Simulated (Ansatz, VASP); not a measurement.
In4SbAs3 in VASP and in Ansatz

```xyz
8
Lattice="4.4565 0.0000 0.0000 0.0000 4.4565 0.0000 0.0000 0.0000 12.5895" Properties=species:S:1:pos:R:3 pbc="T T T"
In    2.2282    0.0000   11.0740
In    0.0000    2.2282    1.5155
In    2.2282    0.0000    4.5563
In    0.0000    2.2282    8.0332
Sb    2.2282    2.2282    6.2948
As    0.0000    0.0000    3.0354
As    0.0000    0.0000    9.5541
As    2.2282    2.2282    0.0000
```

Alike in both runs: task single point; functional PBE; k mesh 4 × 4 × 2; occupations gaussian, width 0.1 eV; no spin polarisation.

|  | VASP | Ansatz |
| --- | --- | --- |
| version | VASP 6.6.1 | Ansatz 0.2.0 |
| potentials or method | VASP PAW PBE potentials, release 64 (In_d, Sb, As), cutoff 520 eV | scalar-relativistic, plane waves, PAW |
| valence electrons in the cell | 72 | 112 |

VASP gave:

| Quantity | Value |
| --- | --- |
| gap on the k mesh at the Fermi level (eV) | none |
| pressure (GPa) | 0.2 |
| traceless stress, the component that is largest in VASP (GPa) | -0.33 |
| rms of the force components (eV/Å) | 0.006 |

Task: Estimate Ansatz's values.

Result: gap on the k mesh at the Fermi level (eV): none; pressure (GPa): 0.2; traceless stress, the component that is largest in VASP (GPa): -0.33; rms of the force components (eV/Å): 0.008.

Atom by atom the forces differ by 0.002 eV/Å (rms over components). A gap of «none» marks a metal or a gap that the smearing closes. The functional is the same, so the differences come from potentials, cutoffs and numerics. VASP's potentials hold 72 valence electrons a cell and Ansatz's 112, so a difference there can come from the potentials and not from the codes.

Spin-orbit coupling is off throughout.
